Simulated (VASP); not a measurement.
Input of a VASP 6.6.1 run:

File INCAR:

```
ALGO = Normal
EDIFF = 1E-6
ENCUT = 520
ISIF = 2
ISMEAR = -1
ISPIN = 2
LASPH = T
LCHARG = F
LMAXMIX = 4
LORBIT = 11
LREAL = F
LWAVE = F
MAGMOM = 1.37 1.37 1.83 0.26
NBANDS = 36
NELM = 150
NUPDOWN = 5.4
PREC = Accurate
SIGMA = 0.1
```

File KPOINTS:

```
k-points
0
Gamma
  7 7 7
```

The input POSCAR:

```
V3Os
1.0
    4.2222960000      0.0000000000      0.0000000000
    2.1111480000      3.6566155983      0.0000000000
    2.1111480000      1.2188718661      3.4474902477
V Os
3 1
Direct
    0.2500000000      0.2500000000      0.2500000000
    0.7500000000      0.7500000000      0.7500000000
    0.5000000000      0.5000000000      0.5000000000
    0.0000000000      0.0000000000      0.0000000000
```

Potentials or basis: VASP PAW LDA potentials, release 64 (V_sv, Os).

Command:

```bash
$ cat potpaw_LDA.64/V_sv/POTCAR potpaw_LDA.64/Os/POTCAR > POTCAR
$ mpirun -np 1 vasp_std > vasp.out
```

Estimate the pressure.

4.9 GPa.

Caveat: the cell stands under pressure; the total moment is fixed, so each spin has its own Fermi level.
